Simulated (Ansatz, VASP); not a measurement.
**Two plane-wave programs on C**

```
C
1.0
    -1.27370    2.46970    2.10205
     1.27370   -2.46970    2.10205
     1.27370    2.46970   -2.10205
C
4
Cartesian
  0.0000 2.9000 1.4889
  0.0000 0.4303 2.7152
  1.2737 -0.4303 0.6132
  1.2737 2.0394 -0.6132
```

Alike in both runs: task relaxation of cell and atoms; functional PBE; k mesh 10 × 10 × 10; occupations gaussian, width 0.02 eV; no spin polarisation.

```csv
,VASP,Ansatz
version,VASP 6.6.1,Ansatz 0.2.0
potentials or method,"VASP PAW PBE potentials, release 64 (C), cutoff 600 eV","scalar-relativistic, plane waves, PAW"
valence electrons in the cell,16,16
```

VASP gave:

| Quantity | Value |
| --- | --- |
| gap on the k mesh at the Fermi level, each at its own relaxed structure (eV) | 2.71 |
| relaxed volume (Å³/atom) | 6.61 |
| relaxed cell length with the largest relative difference (Å) | 3.484 |

Problem. Estimate Ansatz's values.

Solution. gap on the k mesh at the Fermi level, each at its own relaxed structure (eV): 2.72; relaxed volume (Å³/atom): 6.61; relaxed cell length with the largest relative difference (Å): 3.484.
